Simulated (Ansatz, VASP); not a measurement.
One calculation of Ge6MoW2, two programs

Contents of INCAR:

```
ALGO     = Normal         # electronic algorithm
EDIFF    = 1E-6           # SCF threshold, eV
ENCUT    = 520            # plane-wave cutoff, eV
GGA      = PE             # functional
ISIF     = 2              # what is computed and relaxed
ISMEAR   = 0              # smearing method
LASPH    = T              # aspherical terms in the spheres
LCHARG   = F              # write CHGCAR
LREAL    = F              # projectors in reciprocal space
LWAVE    = F              # write WAVECAR
NBANDS   = 73             # bands
NELM     = 80             # most SCF steps
PREC     = Accurate       # precision mode
SIGMA    = 0.1            # smearing width, eV
```

File KPOINTS:

```
k-points
0
Gamma
  4 4 4
```

POSCAR

```
Ge6MoW2
1.0
    0.0000000000      4.4040048300      7.5723756400
    2.5241252100      0.0000000000      7.5723756400
    2.5241252100      4.4040048300      0.0000000000
Ge Mo W
6 1 2
Direct
    0.9999666600      0.3333666700      0.6666333300
    0.3332999900      0.6667000100      0.3332999900
    0.6666333300      0.0000333400      0.9999666600
    0.3333666700      0.9999666600      0.0000333400
    0.6667000100      0.3332999900      0.6667000100
    0.0000333400      0.6666333300      0.3333666700
    0.0000000000      0.0000000000      0.0000000000
    0.6666666700      0.6666666700      0.3333333300
    0.3333333300      0.3333333300      0.6666666700
```

Input for Ansatz:

```yaml
crystal:
  lattice:
    - [0.0, 4.40400483, 7.57237564]
    - [2.52412521, 0.0, 7.57237564]
    - [2.52412521, 4.40400483, 0.0]
  atoms:
    - { symbol: Ge, position: [0.99996666, 0.33336667, 0.66663333] }
    - { symbol: Ge, position: [0.33329999, 0.66670001, 0.33329999] }
    - { symbol: Ge, position: [0.66663333, 3.334e-05, 0.99996666] }
    - { symbol: Ge, position: [0.33336667, 0.99996666, 3.334e-05] }
    - { symbol: Ge, position: [0.66670001, 0.33329999, 0.66670001] }
    - { symbol: Ge, position: [3.334e-05, 0.66663333, 0.33336667] }
    - { symbol: Mo, position: [0.0, 0.0, 0.0] }
    - { symbol: W, position: [0.66666667, 0.66666667, 0.33333333] }
    - { symbol: W, position: [0.33333333, 0.33333333, 0.66666667] }
basis:
  ecutwfc: 420
kpoints:
  mp_grid: { grid: [4, 4, 4] }
hamiltonian:
  xc: pbe
scf:
  occupations: { method: gaussian, width: 0.1 }
  lower_state_search: "off"
output:
  forces: true
  stress: true
  eigenvalues: true
```

Alike in both runs: task single point; functional PBE; k mesh 4 × 4 × 4; occupations gaussian, width 0.1 eV; no spin polarisation.

|  | VASP | Ansatz |
| --- | --- | --- |
| version | VASP 6.6.1 | Ansatz 0.2.0 |
| potentials or method | VASP PAW PBE potentials, release 64 (Ge_d, Mo_sv, W_sv), cutoff 520 eV | scalar-relativistic, plane waves, PAW |
| valence electrons in the cell | 126 | 126 |

Ansatz gave:

```
gap on the k mesh at the Fermi level (eV)                     : none
pressure (GPa)                                                : -21.2
traceless stress, the component that is largest in VASP (GPa) : -1.51
rms of the force components (eV/Å)                            : 0.364
```

**Question.** Which values does VASP return?

**Answer.** gap on the k mesh at the Fermi level (eV): none; pressure (GPa): -21.1; traceless stress, the component that is largest in VASP (GPa): -1.49; rms of the force components (eV/Å): 0.364.

Atom by atom the forces differ by 0.000 eV/Å (rms over components). A gap of «none» marks a metal or a gap that the smearing closes.

The k mesh is coarse, so the values compare programs but aren't converged. Neither program's run includes spin-orbit coupling.
